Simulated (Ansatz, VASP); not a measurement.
CuI in VASP and in Ansatz

```
Cu I
1.0
     0.00000    2.70090    3.81907
     2.70090    0.00000    3.81907
     2.70090    2.70090    0.00000
Cu I
1 1
Direct
  0.75000 0.75000 0.75000
  0.00000 0.00000 0.00000
```

Alike in both runs: task single point; functional PBEsol; k mesh 8 × 8 × 8; occupations gaussian, width 0.05 eV; no spin polarisation.

|  | VASP | Ansatz |
| --- | --- | --- |
| version | VASP 6.6.1 | Ansatz 0.2.0 |
| potentials or method | VASP PAW PBE potentials, release 64 (Cu, I), cutoff 520 eV | scalar-relativistic, plane waves, PAW |
| valence electrons in the cell | 18 | 36 |

|  | VASP | Ansatz | Ansatz less VASP |
| --- | --- | --- | --- |
| gap on the k mesh at the Fermi level (eV) | 0.43 | 0.41 | -0.015 |
| least direct gap on the mesh (eV) | 0.43 | 0.41 | -0.015 |
| pressure (GPa) | -2.9 | -3.1 | -0.25 |
| traceless stress, the component that is largest in VASP (GPa) | -6.84 | -6.87 | -0.033 |

VASP's potentials were made for PBE, not for PBEsol. VASP's potentials hold 18 valence electrons a cell and Ansatz's 36, so a difference there can come from the potentials and not from the codes.

Neither program's run includes spin-orbit coupling.
